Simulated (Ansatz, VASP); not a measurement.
**One calculation of CdTe, two programs**

```xyz
2
Lattice="0.0000 3.1400 3.1400 3.1400 0.0000 3.1400 3.1400 3.1400 0.0000" Properties=species:S:1:pos:R:3 pbc="T T T"
Cd    0.0000    0.0000    0.0000
Te    1.5700    1.5700    1.5700
```

Alike in both runs: functional PBE; k mesh 12 × 12 × 12; occupations fermi-dirac, width 0.02 eV; no spin polarisation.

Ansatz relaxed the structure, and its values are those at the end. VASP's run is a single point on that final structure, the one shown.

```csv
,VASP,Ansatz
version,VASP 6.6.1,Ansatz 0.2.0
potentials or method,"VASP PAW PBE potentials, release 64 (Cd, Te)","plane-wave PAW, scalar-relativistic"
plane-wave cutoff (eV),520,420
valence electrons in the cell,18,36
```

VASP gave:

| Item | Value |
| --- | --- |
| gap on the k mesh at the Fermi level (eV) | 1.07 |
| pressure (GPa) | 8.2 |

**Question.** Which values does Ansatz return?

**Answer.** gap on the k mesh at the Fermi level (eV): 1.06; pressure (GPa): 8.0.

VASP's potentials hold 18 valence electrons a cell and Ansatz's 36, so a difference there can come from the potentials and not from the codes. Ansatz's warnings: stress scf threshold loose.

Neither program's run includes spin-orbit coupling.
